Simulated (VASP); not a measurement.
Input of a VASP 6.6.1 run:

INCAR

```
PREC = Accurate
ENCUT = 520
EDIFF = 1E-7
ISMEAR = 0
SIGMA = 0.15
LREAL = F
LASPH = T
NELM = 150
ALGO = Normal
ISIF = 2
LWAVE = F
LCHARG = F
ISPIN = 2
MAGMOM = 0 0.625 0.625 0.625
LORBIT = 11
NUPDOWN = 1.875
LMAXMIX = 4
GGA = PE
NBANDS = 28
```

Contents of KPOINTS:

```
regular mesh
0
Gamma
  14 14 14
```

POSCAR

```
AlNi3
1.0
    0.0000000000      2.9450746116      2.9450746116
    2.9450746116      0.0000000000      2.9450746116
    2.9450746116      2.9450746116      0.0000000000
Al Ni
1 3
Direct
    0.5000000000      0.5000000000      0.5000000000
    0.2500000000      0.2500000000      0.2500000000
    0.0000000000      0.0000000000      0.0000000000
    0.7500000000      0.7500000000      0.7500000000
```

Potentials or basis: VASP PAW PBE potentials, release 64 (Al, Ni).

Command:

```sh
$ cat potpaw_PBE.64/Al/POTCAR potpaw_PBE.64/Ni/POTCAR > POTCAR
$ mpirun -np 1 vasp_std > vasp.out
```

Problem. What does it give for the pressure?

Solution. -13.4 GPa.

Caveat: the cell stands under tension; the total moment is fixed, so each spin has its own Fermi level and the state may be an excited one.
